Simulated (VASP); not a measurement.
# AlN (I-4m2) in VASP: further runs

AlN is run at these levels: PBE; tasks: single point.

Everything below comes from runs of VASP 6.6.1. Logs are shortened: lines on timing, memory, paths and dates and some standing lists are left out, and cuts for length are marked.

**1. The cell of the first run**

Symmetry: I-4m2, No. 119, tetragonal system. The conventional cell has a = 3.016 Å, b = 3.016 Å, c = 4.692 Å, α = 90.00°, β = 90.00°, γ = 90.00°. Al (site symmetry -4m2) has 4 N at 1.91 Å within 2.5 Å. Within 2.5 Å of N (site symmetry -4m2) lie 4 Al at 1.91 Å.

**2. Single point, PBE**

Contents of INCAR:

```
PREC = Accurate ; ENCUT = 520
EDIFF = 1E-6 ; ISMEAR = 0
SIGMA = 0.05 ; LREAL = False
LASPH = True ; NELM = 60
ALGO = Normal ; ISIF = 2
LWAVE = False ; LCHARG = False
GGA = PE ; NBANDS = 11
```

Contents of KPOINTS:

```
Automatic mesh
0
Gamma
  10 10 10
```

Contents of POSCAR:

```
AlN
1.0
    0.0000000000      2.1327419481      2.3460161429
    2.1327419481      0.0000000000      2.3460161429
    2.1327419481      2.1327419481      0.0000000000
Al N
1 1
Direct
    0.0000000000      0.0000000000      0.0000000000
    0.7500000000      0.7500000000      0.7500000000
```

Potentials or basis: VASP PAW PBE potentials, release 64 (Al, N).

Command:

```
> cat potpaw_PBE.64/Al/POTCAR potpaw_PBE.64/N/POTCAR > POTCAR
> mpirun -np 1 vasp_std > vasp.out
```

OUTCAR:

```text
PREC = Accurate
   ENCUT = 520
   EDIFF = 1E-6
   ISMEAR = 0
   LREAL = False
   LASPH = True
   NELM = 60
   ISIF = 2
   GGA = PE

 ion  position               nearest neighbor table
   1  0.000  0.000  0.000-   2 1.91   2 1.91   2 1.91   2 1.91
   2  0.750  0.750  0.750-   1 1.91   1 1.91   1 1.91   1 1.91

  LATTYP: Found a body centered tetragonal cell.
 ALAT       =     3.0161525880
 C/A-ratio  =     1.5556349186

  Lattice vectors:

 A1 = (  -2.1327419481,   0.0000000000,   2.3460161429)
 A2 = (   2.1327419481,   0.0000000000,   2.3460161429)
 A3 = (   0.0000000000,   2.1327419481,  -2.3460161429)

Analysis of symmetry for initial positions (statically):
=====================================================================
 Subroutine PRICEL returns:
 Original cell was already a primitive cell.

 Routine SETGRP: Setting up the symmetry group for a
 body centered tetragonal supercell.

 Subroutine GETGRP returns: Found  8 space group operations
 (whereof  8 operations were pure point group operations)
 out of a pool of 16 trial point group operations.

The static configuration has the point symmetry D_2d.

Analysis of symmetry for dynamics (positions and initial velocities):
=====================================================================
 Subroutine PRICEL returns:
 Original cell was already a primitive cell.

 Routine SETGRP: Setting up the symmetry group for a
 body centered tetragonal supercell.

 Subroutine GETGRP returns: Found  8 space group operations
 (whereof  8 operations were pure point group operations)
 out of a pool of 16 trial point group operations.

The dynamic configuration has the point symmetry D_2d.

 Subroutine INISYM returns: Found  8 space group operations
 (whereof  8 operations are pure point group operations),
 and found     1 'primitive' translations

----------------------------------------------------------------------------------------

                                     Primitive cell

  volume of cell :      21.3421

  direct lattice vectors                    reciprocal lattice vectors
     0.000000000  2.132741948  2.346016143    -0.234439990  0.234439990  0.213127263
     2.132741948  0.000000000  2.346016143     0.234439990 -0.234439990  0.213127263
     2.132741948  2.132741948  0.000000000     0.234439990  0.234439990 -0.213127263

  length of vectors
     3.170548842  3.170548842  3.016152588     0.394141406  0.394141406  0.394141406

  position of ions in fractional coordinates (direct lattice)
     0.000000000  0.000000000  0.000000000
     0.750000000  0.750000000  0.750000000

  ion indices of the primitive-cell ions
   primitive index   ion index
                 1           1
                 2           2

----------------------------------------------------------------------------------------

 KPOINTS: Automatic mesh

Automatic generation of k-mesh.
 Grid dimensions read from file:
 generate k-points for:   10   10   10

 Generating k-lattice:

  Cartesian coordinates                     Fractional coordinates (reciprocal lattice)
    -0.023443999  0.023443999  0.021312726     0.100000000  0.000000000  0.000000000
     0.023443999 -0.023443999  0.021312726     0.000000000  0.100000000  0.000000000
     0.023443999  0.023443999 -0.021312726    -0.000000000 -0.000000000  0.100000000

  Length of vectors
     0.039414141  0.039414141  0.039414141

  Shift w.r.t. Gamma in fractional coordinates (k-lattice)
     0.000000000  0.000000000  0.000000000

 Subroutine IBZKPT returns following result:
 ===========================================

 Found    102 irreducible k-points:

 Following reciprocal coordinates:
            Coordinates               Weight
  0.000000  0.000000  0.000000      1.000000
  0.100000 -0.000000  0.000000      8.000000
  0.200000 -0.000000  0.000000      8.000000
  0.300000  0.000000  0.000000      8.000000
  0.400000 -0.000000  0.000000      8.000000
  0.500000 -0.000000  0.000000      4.000000
[... 16 lines left out ...]
  0.300000  0.300000  0.000000      2.000000
  0.400000  0.300000  0.000000      8.000000
 [... further k-points ...]
   k-points           NKPTS =    102   k-points in BZ     NKDIM =    102   number of bands    NBANDS=     11
   number of dos      NEDOS =    301   number of ions     NIONS =      2
   total plane-waves  NPLWV =  13824
   dimension x,y,z NGX =    24 NGY =   24 NGZ =   24
   dimension x,y,z NGXF=    48 NGYF=   48 NGZF=   48
   ions per type =               1   1
   NGX,Y,Z   is equivalent  to a cutoff of  12.58, 12.58, 13.23 a.u.
   NGXF,Y,Z  is equivalent  to a cutoff of  25.17, 25.17, 26.46 a.u.
 SYSTEM =  unknown system
   PREC   = accura    normal or accurate (medium, high low for compatibility)
   ISTART =      0    job   : 0-new  1-cont  2-samecut
   ICHARG =      2    charge: 1-file 2-atom 10-const
   ISPIN  =      1    spin polarized calculation?
   LNONCOLLINEAR =      F non collinear calculations
   LSORBIT =      F    spin-orbit coupling
   LASPH  =      T    aspherical Exc in radial PAW
   ENCUT  =  520.0 eV  38.22 Ry    6.18 a.u.   5.90  5.90  5.61*2*pi/ulx,y,z
   NELM   =     60;   NELMIN=  2; NELMDL= -5     # of ELM steps
   EDIFF  = 0.1E-05   stopping-criterion for ELM
   LREAL  =      F    real-space projection
   EDIFFG = 0.1E-04   stopping-criterion for IOM
   NSW    =      0    number of steps for IOM
   IBRION =     -1    ionic relax: 0-MD 1-quasi-New 2-CG
   NFREE  =      0    steps in history (QN), initial steepest desc. (CG)
   ISIF   =      2    stress and relaxation
   ISYM   =      2    0-nonsym 1-usesym 2-fastsym
   POTIM  = 0.5000    time-step for ionic-motion
   TEBEG  =    0.0;   TEEND  =   0.0 temperature during run
   PSTRESS=    0.0 pullay stress
   NELECT =       8.0000    total number of electrons
   NUPDOWN=      -1.0000    fix difference up-down
   EMIN   =  10.00;   EMAX   =-10.00  energy-range for DOS
   EFERMI =   0.00;   METHOD = LEGACY
   ISMEAR =     0;   SIGMA  =   0.05  broadening in eV -4-tet -1-fermi 0-gaus
   EFERMI_NEDOS =   21; number of points for ismear=-14 and -15
   IALGO  =     38    algorithm
   IMIX   =      4    mixing-type and parameters
     AMIX     =   0.40;   BMIX     =  1.00
     AMIX_MAG =   1.60;   BMIX_MAG =  1.00
  volume/ion in A,a.u.               =      10.67        72.01
  Fermi-wavevector in a.u.,A,eV,Ry     =   1.180390  2.230614 18.957286  1.393321
  Thomas-Fermi vector in A             =   2.316684
   LORBIT       =      0    0 simple, 1 ext, 2 COOP (PROOUT), +10 PAW based schemes
   GGA     = PE    functional components
   LHFCALC =     F    Hartree Fock is set to
   AEXX    =    0.0000 exact exchange contribution
   IVDW    =     0    specifies the selected vdW correction
   LEPSILON=     F    determine dielectric tensor
   LRPA    =     F    only Hartree local field effects (RPA)
 non-spin polarized calculation
 Gauss-broadening in eV      SIGMA  =   0.05
  energy-cutoff  :      520.00
  volume of cell :       21.34
 maximum number of plane-waves:       600
   NGX = 11   NGY = 11   NGZ = 11

 number of electron       8.0000001 magnetization

 Free energy of the ion-electron system (eV)
  ---------------------------------------------------
  ext. energy  EPLUGINS =         0.00000000
  ---------------------------------------------------
  free energy    TOTEN  =       -14.78204852 eV

  energy without entropy =      -14.78204852  energy(sigma->0) =      -14.78204852

 E-fermi :   6.2851     XC(G=0): -10.8376

 val. band max:        5.9830934561   @ k =  -0.1000   0.1000   0.0000
 cond. band min:       8.9728908944   @ k =   0.5000   0.0000   0.5000
 fundamental gap:      2.9897974383
 Fermi energy:         6.2850710143

 k-point     1 :       0.0000    0.0000    0.0000
  band No.  band energies     occupation
      1      -9.0775      2.00000
      2       5.4659      2.00000
      3       5.9442      2.00000
      4       5.9442      2.00000
      5       9.6987      0.00000
      6      18.0849      0.00000
      7      18.0849      0.00000
      8      18.1393      0.00000
      9      21.3816      0.00000
     10      22.5754      0.00000
     11      24.8161      0.00000

 k-point     2 :       0.1000   -0.0000    0.0000
  band No.  band energies     occupation
      1      -8.9342      2.00000
      2       4.9169      2.00000
      3       5.5925      2.00000
      4       5.9186      2.00000
      5      10.3739      0.00000
      6      17.4535      0.00000
      7      18.2720      0.00000
      8      18.3177      0.00000
      9      20.5833      0.00000
     10      23.2356      0.00000
     11      23.9028      0.00000

 k-point     3 :       0.2000   -0.0000    0.0000
  band No.  band energies     occupation
      1      -8.5269      2.00000
      2       3.3756      2.00000
      3       5.3424      2.00000
      4       5.8554      2.00000
      5      11.4931      0.00000
      6      16.3937      0.00000
      7      18.0656      0.00000
      8      18.5659      0.00000
      9      20.8441      0.00000
     10      22.1141      0.00000
     11      23.5248      0.00000

 k-point     4 :       0.3000    0.0000    0.0000
  band No.  band energies     occupation
      1      -7.9368      2.00000
      2       1.7666      2.00000
      3       5.1049      2.00000
      4       5.7846      2.00000
      5      12.2616      0.00000
      6      15.6178      0.00000
      7      17.4398      0.00000
      8      18.3320      0.00000
      9      21.9173      0.00000
     10      22.5067      0.00000
     11      23.6027      0.00000
[... 239 lines left out ...]
 k-point    22 :      -0.2000    0.2000    0.0000
  band No.  band energies     occupation
      1      -7.6861      2.00000
      2       1.8852      2.00000
      3       3.7810      2.00000
      4       5.8898      2.00000
      5      13.1189      0.00000
      6      15.8930      0.00000
      7      16.3919      0.00000
      8      18.8566      0.00000
      9      20.6266      0.00000
     10      24.3183      0.00000
     11      24.7404      0.00000

 k-point    23 :       0.3000    0.3000    0.0000
  band No.  band energies     occupation
      1      -7.7456      2.00000
      2       1.8972      2.00000
      3       4.9769      2.00000
      4       4.9769      2.00000
      5      10.9550      0.00000
      6      16.1063      0.00000
      7      16.1968      0.00000
      8      20.3627      0.00000
      9      20.3627      0.00000
     10      27.1048      0.00000
     11      29.2836      0.00000

 k-point    24 :       0.4000    0.3000    0.0000
  band No.  band energies     occupation
      1      -7.3246      2.00000
      2       1.2856      2.00000
      3       4.3895      2.00000
      4       4.8596      2.00000
      5      10.7815      0.00000
      6      15.9837      0.00000
      7      16.6962      0.00000
      8      20.5947      0.00000
      9      20.9276      0.00000
     10      27.5241      0.00000
     11      28.7283      0.00000

 [... further k-points ...]
[... 5 lines left out ...]
  --------------------------------------------------------------------------------------
  -------------------------------------------------------------------------------------
  Total        0.6306921      0.6306921     -1.6189017      0.0000000     -0.0000000      0.0000000
  in kB       47.3467666     47.3467666   -121.5327814      0.0000000     -0.0000000      0.0000000
  external PRESSURE =      -8.9464161 kB  Pullay stress =       0.0000000 kB

 VOLUME and BASIS-vectors are now :
 -----------------------------------------------------------------------------
  energy-cutoff  :      520.00
  volume of cell :       21.34
      direct lattice vectors                 reciprocal lattice vectors
     0.000000000  2.132741948  2.346016143    -0.234439990  0.234439990  0.213127263
     2.132741948  0.000000000  2.346016143     0.234439990 -0.234439990  0.213127263
     2.132741948  2.132741948  0.000000000     0.234439990  0.234439990 -0.213127263

 POSITION                                       TOTAL-FORCE (eV/Angst)
 -----------------------------------------------------------------------------------
      0.00000      0.00000      0.00000         0.000000      0.000000      0.000000
      3.19911      3.19911      3.51902        -0.000000     -0.000000     -0.000000
 -----------------------------------------------------------------------------------
    total drift:                                0.000000      0.000000      0.000000

  FREE ENERGIE OF THE ION-ELECTRON SYSTEM (eV)
  ---------------------------------------------------
  free  energy   TOTEN  =       -14.7820485245 eV

  energy  without entropy=      -14.7820485245  energy(sigma->0) =      -14.78204852
```

Wall time 5.8 s (1 thread of Intel Xeon 6975P-C (Granite Rapids), shared host); peak memory 0.14 GiB.

Results:

```
Free energy            : -14.7820 eV
Pressure               : -0.9 GPa
Band gap on the k mesh : 2.99 eV, indirect (least direct gap 3.75 eV)
```

Stress tensor (GPa, compression positive):
```
  4.73   0.00   0.00
  0.00   4.73   0.00
  0.00   0.00 -12.15
```

**3. Single point, PBE**

This run uses another cell than the first one, of the same volume but with other edges.

Contents of INCAR:

```
  ALGO = Normal
  EDIFF = 1E-6
  ENCUT = 520
  GGA = PE
  ISIF = 2
  ISMEAR = 0
  LASPH = T
  LCHARG = F
  LREAL = F
  LWAVE = F
  NBANDS = 11
  NELM = 100
  PREC = Accurate
  SIGMA = 0.05
```

Contents of KPOINTS:

```
k-points
0
Gamma
  10 10 10
```

Contents of POSCAR:

```
AlN
1.0
    0.0000000000      2.5415466594      1.6520053286
    2.5415466594      0.0000000000      1.6520053286
    2.5415466594      2.5415466594      0.0000000000
Al N
1 1
Direct
    0.0000000000      0.0000000000      0.0000000000
    0.7500000000      0.7500000000      0.7500000000
```

Potentials or basis: VASP PAW PBE potentials, release 64 (Al, N).

Command:

```
> cat potpaw_PBE.64/Al/POTCAR potpaw_PBE.64/N/POTCAR > POTCAR
> mpirun -np 1 vasp_std > vasp.out
```

It took 7.1 s on 1 thread of Intel Xeon 6975P-C (Granite Rapids), shared host; peak memory 0.15 GiB.

It converged, with:

```yaml
Free_energy: -14.2191 eV
Pressure: -14.2 GPa
Band_gap_on_the_k_mesh: 2.31 eV, direct
```

Stress tensor (GPa, compression positive):
```
-25.69   0.00   0.00
  0.00 -25.69   0.00
  0.00   0.00   8.68
```

Levels at points of the mesh, in eV from the valence-band top:
```tsv
k point	band 1	band 2	band 3	band 4	band 5	band 6	band 7	band 8
(0.00, 0.00, 0.00)	-15.94	-1.19	-1.19	0.00	2.31	10.37	12.08	12.10
(0.50, 0.00, 0.00)	-13.64	-6.65	-2.67	-1.02	3.53	6.79	9.62	13.01
(0.50, 0.50, 0.00)	-12.55	-4.77	-4.77	-2.83	2.47	3.36	12.33	12.33
(0.50, 0.00, 0.50)	-13.76	-7.30	-1.35	-1.13	4.03	8.63	10.58	11.03
```

**4. Single point, PBE**

This run uses another cell than the first one, of the same volume but with other edges.

Contents of INCAR:

```
ALGO     = Normal         # electronic algorithm
EDIFF    = 1E-7           # SCF threshold, eV
ENCUT    = 520            # plane-wave cutoff, eV
GGA      = PE             # functional
ISIF     = 2              # what is computed and relaxed
ISMEAR   = 0              # smearing method
LASPH    = T              # aspherical terms in the spheres
LCHARG   = T              # write CHGCAR
LELF     = T              # ELF
LREAL    = F              # projectors in reciprocal space
LVHAR    = T            
LWAVE    = F              # write WAVECAR
NBANDS   = 11             # bands
NELM     = 60             # most SCF steps
PREC     = Accurate       # precision mode
SIGMA    = 0.05           # smearing width, eV
```

KPOINTS is that of step 3.

Contents of POSCAR:

```
AlN
1.0
    0.0000000000      1.9232634858      2.8848952287
    1.9232634858      0.0000000000      2.8848952287
    1.9232634858      1.9232634858      0.0000000000
Al N
1 1
Direct
    0.0000000000      0.0000000000      0.0000000000
    0.7500000000      0.7500000000      0.7500000000
```

Command:

```
> cat potpaw_PBE.64/Al/POTCAR potpaw_PBE.64/N/POTCAR > POTCAR
> mpirun -np 1 vasp_std > vasp.out
```

Wall time 8.9 s (1 thread of Intel Xeon 6975P-C (Granite Rapids), shared host); peak memory 0.15 GiB.

It converged, with:

| Item | Value |
| --- | --- |
| Free energy | -12.9338 eV |
| Pressure | -4.0 GPa |
| Band gap on the k mesh | zero (band 4 reaches 7.99 eV, above the bottom of band 5 at 7.74 eV) |

Stress tensor (GPa, compression positive):
```
 38.99   0.00   0.00
  0.00  38.99   0.00
  0.00   0.00 -89.99
```

Levels at points of the mesh, in eV from the Fermi level:
```tsv
k point	band 1	band 2	band 3	band 4	band 5	band 6	band 7	band 8
(0.00, 0.00, 0.00)	-16.75	-3.82	-0.47	-0.47	-0.30	8.49	9.80	10.80
(0.50, 0.00, 0.00)	-14.44	-7.61	-4.20	-0.07	0.92	7.05	11.29	13.10
(0.50, 0.50, 0.00)	-15.13	-9.45	-1.05	-1.05	3.76	6.46	10.73	14.51
(0.50, 0.00, 0.50)	-13.17	-5.35	-4.43	-3.92	1.22	4.25	6.94	10.98
```

**5. Single point, PBE**

This run uses another cell than the first one, of the same volume but with other edges.

Contents of INCAR:

```
SYSTEM = AlN
PREC     = Accurate       ! precision mode
ENCUT    = 520            ! plane-wave cutoff, eV
EDIFF    = 1E-6           ! SCF threshold, eV
ISMEAR   = 0              ! smearing method
SIGMA    = 0.05           ! smearing width, eV
LREAL    = .FALSE.        ! projectors in reciprocal space
LASPH    = .TRUE.         ! aspherical terms in the spheres
NELM     = 60             ! most SCF steps
ALGO     = Normal         ! electronic algorithm
ISIF     = 2              ! what is computed and relaxed
LWAVE    = .FALSE.        ! write WAVECAR
LCHARG   = .FALSE.        ! write CHGCAR
GGA      = PE             ! functional
NBANDS   = 11             ! bands
```

Contents of KPOINTS:

```
regular mesh
0
G
  10 10 10
  0 0 0
```

Contents of POSCAR:

```
AlN
1.0
    0.0000000000      2.2317495800      2.1424795968
    2.2317495800      0.0000000000      2.1424795968
    2.2317495800      2.2317495800      0.0000000000
Al N
1 1
Direct
    0.0000000000      0.0000000000      0.0000000000
    0.7500000000      0.7500000000      0.7500000000
```

Command:

```
> cat potpaw_PBE.64/Al/POTCAR potpaw_PBE.64/N/POTCAR > POTCAR
> mpirun -np 1 vasp_std > vasp.out
```

Run time: 5.9 s. Hardware: 1 thread of Intel Xeon 6975P-C (Granite Rapids), shared host; peak memory 0.14 GiB.

The run converged. Its results:

```yaml
Free_energy: -14.8384 eV
Pressure: -0.4 GPa
Band_gap_on_the_k_mesh: 3.09 eV, indirect (least direct gap 3.87 eV)
```

Stress tensor (GPa, compression positive):
```
-2.01  0.00  0.00
 0.00 -2.01  0.00
 0.00  0.00  2.78
```

Levels at points of the mesh, in eV from the valence-band top:
| k point | band 2 | band 3 | band 4 | band 5 | band 6 | band 7 |
| --- | --- | --- | --- | --- | --- | --- |
| (0.00, 0.00, 0.00) | -0.16 | -0.16 | 0.00 | 3.87 | 12.19 | 12.24 |
| (0.50, 0.00, 0.00) | -5.86 | -0.75 | -0.43 | 6.99 | 9.60 | 10.53 |
| (0.50, 0.50, 0.00) | -4.68 | -2.07 | -2.07 | 3.09 | 7.94 | 13.99 |
| (0.50, 0.00, 0.50) | -5.07 | -1.75 | -1.74 | 3.27 | 8.57 | 13.27 |

 A k mesh can miss the band edges.

**6. Summary**

```csv
cell,gap on the mesh (eV),pressure (GPa)
"a = 3.171, b = 3.171, c = 3.016 Å, angles 61.6, 61.6, 56.8°, 2 atoms",2.99,-0.9
"a = 3.031, b = 3.031, c = 3.594 Å, angles 53.6, 53.6, 72.7°, 2 atoms",2.31,-14.2
"a = 3.467, b = 3.467, c = 2.720 Å, angles 66.9, 66.9, 46.2°, 2 atoms",none,-4.0
"a = 3.094, b = 3.094, c = 3.156 Å, angles 59.3, 59.3, 61.3°, 2 atoms",3.09,-0.4
```

Alike in all rows: task single point; level PBE; potentials or basis VASP PAW PBE potentials, release 64 (Al, N); no spin polarisation; k mesh 10 × 10 × 10; cutoff (eV) 520; smearing gaussian 0.05 eV.

Total energies depend on the potentials used, so only differences within one code and one set of settings carry meaning.
